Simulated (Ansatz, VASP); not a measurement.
One calculation of Ru, two programs

Contents of POSCAR:

```
Ru
1.0
    2.7024647927      0.0000000000      0.0000000000
   -1.3512323964      2.3404031633      0.0000000000
    0.0000000000      0.0000000000      4.3938141851
Ru
2
Direct
    0.3333333333      0.6666666667      0.2500000000
    0.6666666667      0.3333333333      0.7500000000
```

Contents of INCAR.step1:

```
SYSTEM = Ru
PREC = Accurate
ENCUT = 550
ISMEAR = 0
SIGMA = 0.1
LREAL = .FALSE.
LASPH = .TRUE.
NELM = 120
NBANDS = 21
GGA = PE
ALGO = Normal
EDIFF = 1E-5
LWAVE = .TRUE.
LCHARG = .FALSE.
GGA_COMPAT = .FALSE.
```

Contents of INCAR.step2:

```
SYSTEM = Ru
PREC = Accurate
ENCUT = 550
EDIFF = 1E-6
ISMEAR = 0
SIGMA = 0.1
LREAL = .FALSE.
LASPH = .TRUE.
NELM = 120
ALGO = Normal
ISIF = 2
LWAVE = .FALSE.
LCHARG = .FALSE.
METAGGA = R2SCAN
LMIXTAU = .TRUE.
NBANDS = 21
ISTART = 1
GGA_COMPAT = .FALSE.
```

The input KPOINTS:

```
Automatic mesh
0
G
  24 24 12
  0 0 0
```

Input for Ansatz:

```yaml
crystal:
  lattice:
    - [2.7024647927, 0.0, 0.0]
    - [-1.3512323964, 2.3404031633, 0.0]
    - [0.0, 0.0, 4.3938141851]
  atoms:
    - { symbol: Ru, position: [0.3333333333, 0.6666666667, 0.25] }
    - { symbol: Ru, position: [0.6666666667, 0.3333333333, 0.75] }
basis:
  ecutwfc: 500
kpoints:
  mp_grid: { grid: [24, 24, 12] }
hamiltonian:
  xc: r2scan
scf:
  occupations: { method: gaussian, width: 0.1 }
output:
  forces: true
  stress: true
  eigenvalues: true
```

Change from the starting cell: strain along c alone, the other axes held, atoms relaxed: +3.0 %.

Alike in both runs: task single point; functional r2SCAN; k mesh 24 × 24 × 12; occupations gaussian, width 0.1 eV; no spin polarisation.

|  | VASP | Ansatz |
| --- | --- | --- |
| version | VASP 6.6.1 | Ansatz 0.2.0 |
| potentials or method | VASP PAW PBE potentials, release 64 (Ru_pv), cutoff 550 eV | scalar-relativistic, plane waves, PAW |
| valence electrons in the cell | 28 | 32 |

```tsv
	VASP	Ansatz	Ansatz less VASP
gap on the k mesh at the Fermi level (eV)	none	none	-
pressure (GPa)	-8.0	-9.4	-1.31
traceless stress, the component that is largest in VASP (GPa)	-9.25	-9.28	-0.032
```

VASP's potentials were made for PBE, not for r2SCAN. A gap of «none» marks a metal or a gap that the smearing closes. VASP's potentials hold 28 valence electrons a cell and Ansatz's 32, so a difference there can come from the potentials and not from the codes.
